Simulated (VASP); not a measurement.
A run of VASP 6.6.1:

The input INCAR:

```
  ALGO = Normal
  EDIFF = 1E-7
  EDIFFG = -0.04
  ENCUT = 600
  GGA = PE
  IBRION = 2
  ISIF = 3
  ISMEAR = 0
  LASPH = T
  LCHARG = F
  LREAL = F
  LWAVE = F
  NELM = 80
  NSW = 90
  PREC = Accurate
  SIGMA = 0.1
```

KPOINTS

```
k-points
0
Gamma
  6 6 2
```

File POSCAR:

```
AlO
1.0
    3.1437038373      0.0000000000      0.0000000000
   -1.5718519187      2.7225273851      0.0000000000
    0.0000000000      0.0000000000     10.5148043092
Al O
4 4
Direct
    0.3333333333      0.6666666667      0.1250000000
    0.6666666667      0.3333333333      0.6250000000
    0.3333333333      0.6666666667      0.3750000000
    0.6666666667      0.3333333333      0.8750000000
    0.0000000000      0.0000000000      0.0000000000
    0.0000000000      0.0000000000      0.5000000000
    0.6666666667      0.3333333333      0.2500000000
    0.3333333333      0.6666666667      0.7500000000
```

Potentials or basis: VASP PAW PBE potentials, release 64 (Al, O).

Command:

```console
$ cat potpaw_PBE.64/Al/POTCAR potpaw_PBE.64/O/POTCAR > POTCAR
$ mpirun -np 1 vasp_std > vasp.out
```

Hardware: 1 thread of AMD EPYC 7R13, on a shared host.

Task: Estimate the wall time of this run.

Result: It took 10 min on 1 thread of AMD EPYC 7R13, with other jobs on the host, peak memory 0.22 GiB. Counts: scf iterations 121, k points 14, ion steps 13.
